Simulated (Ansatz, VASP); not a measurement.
# HfN: VASP beside Ansatz

```
Hf N
1.0
     3.12771    0.05473    0.00000
    -1.51645    2.68131    0.00000
     0.00000    0.00000    5.39094
Hf N
2 2
Direct
  0.66667 0.33333 0.75000
  0.33333 0.66667 0.25000
  0.00000 0.00000 0.00000
  0.00000 0.00000 0.50000
```

Change from the starting cell: strain +0.0350 x Voigt [0, 0, 0, 0, 0, 1], atoms carried along.

Alike in both runs: task single point; functional PBEsol; k mesh 18 × 18 × 10; occupations gaussian, width 0.15 eV; no spin polarisation.

|  | VASP | Ansatz |
| --- | --- | --- |
| version | VASP 6.6.1 | Ansatz 0.2.0 |
| potentials or method | VASP PAW PBE potentials, release 64 (Hf_pv, N), cutoff 520 eV | scalar-relativistic, plane waves, PAW |
| valence electrons in the cell | 30 | 62 |

Ansatz gave:

```
gap on the k mesh at the Fermi level (eV)                     : none
pressure (GPa)                                                : 0.2
traceless stress, the component that is largest in VASP (GPa) : -6.96
rms of the force components (eV/Å)                            : 0.015
```

**Question.** Which values does VASP return?

**Answer.** gap on the k mesh at the Fermi level (eV): none; pressure (GPa): -1.8; traceless stress, the component that is largest in VASP (GPa): -6.99; rms of the force components (eV/Å): 0.018.

VASP's potentials were made for PBE, not for PBEsol. Atom by atom the forces differ by 0.003 eV/Å (rms over components). A gap of «none» marks a metal or a gap that the smearing closes. The functional is the same, so the differences come from potentials, cutoffs and numerics. VASP's potentials hold 30 valence electrons a cell and Ansatz's 62, so a difference there can come from the potentials and not from the codes.

Spin-orbit coupling is off throughout.
